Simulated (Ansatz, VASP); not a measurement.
## TiO2: VASP beside Ansatz

```xyz
6
Lattice="4.6244 0.0000 0.0000 0.0000 4.6244 0.0000 0.0000 0.0000 2.9786" Properties=species:S:1:pos:R:3 pbc="T T T"
Ti    0.0000    0.0000    0.0000
Ti    2.3122    2.3122    1.4893
O     1.4151    1.4151    0.0000
O     0.8971    3.7273    1.4893
O     3.2094    3.2094    0.0000
O     3.7273    0.8971    1.4893
```

Change from the starting cell: volume scaled by 1.02.

Alike in both runs: task single point; functional LDA; k mesh 7 × 7 × 10; occupations fermi-dirac, width 0.05 eV; no spin polarisation.

|  | VASP | Ansatz |
| --- | --- | --- |
| version | VASP 6.6.1 | Ansatz 0.2.0 |
| potentials or method | VASP PAW LDA potentials, release 64 (Ti_sv, O), cutoff 520 eV | all-electron LAPW, scalar-relativistic |

```csv
,VASP,Ansatz,Ansatz less VASP
pressure (GPa),-11.1,-12.0,-0.90
"traceless stress, the component that is largest in VASP (GPa)",-2.69,-2.96,-0.270
rms of the force components (eV/Å),0.012,0.003,-0.0092
```

LDA's correlation is that of Perdew and Zunger in VASP and of Perdew and Wang (1992) in Ansatz. Atom by atom the forces differ by 0.015 eV/Å (rms over components). Ansatz ran all-electron here, and VASP with PAW potentials.
